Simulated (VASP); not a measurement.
# I: density of states with PBE

I:

```xyz
2
Lattice="1.8784 -1.0845 3.0732 0.0000 2.1690 3.0732 -1.8784 -1.0845 3.0732" Properties=species:S:1:pos:R:3 pbc="T T T"
I     0.0000    0.0000    2.3049
I     0.0000    0.0000   -2.3049
```

This cell differs from its parent crystal: volume scaled by 0.45.

```yaml
Program: VASP 6.6.1
Task: density of states
Functional: PBE
Potentials_or_basis: VASP PAW PBE potentials, release 64 (I)
Cutoff: 520 eV
k_mesh: 11 × 11 × 11
Occupations: fermi-dirac, width 0.1 eV
Spin: no spin polarisation
Dipole_correction: no
k_mesh_for_the_DOS: 17 × 17 × 17
Occupations_for_the_DOS: tetrahedron
Further_INCAR_settings: ALGO = Normal; EDIFF = 1e-06; NBANDS = 14
```

```
Valence electrons inside the program's atomic spheres : I 4.63
```

Levels at points of the mesh, in eV from the Fermi level:
```tsv
k point	band 3	band 4	band 5	band 6	band 7	band 8	band 9	band 10	band 11	band 12
(0.00, 0.00, 0.00)	-7.34	-7.31	-7.31	-0.43	-0.43	-0.42	1.39	1.42	1.42	4.03
```

Wall time 2.6 min on 1 thread of Intel(R) Xeon(R) Platinum 8259CL CPU @ 2.50GHz (Skylake/Cascade Lake), on a shared host, peak memory 0.31 GiB.

Caveat: spin-orbit coupling is left out, which moves the levels of the heavy elements.
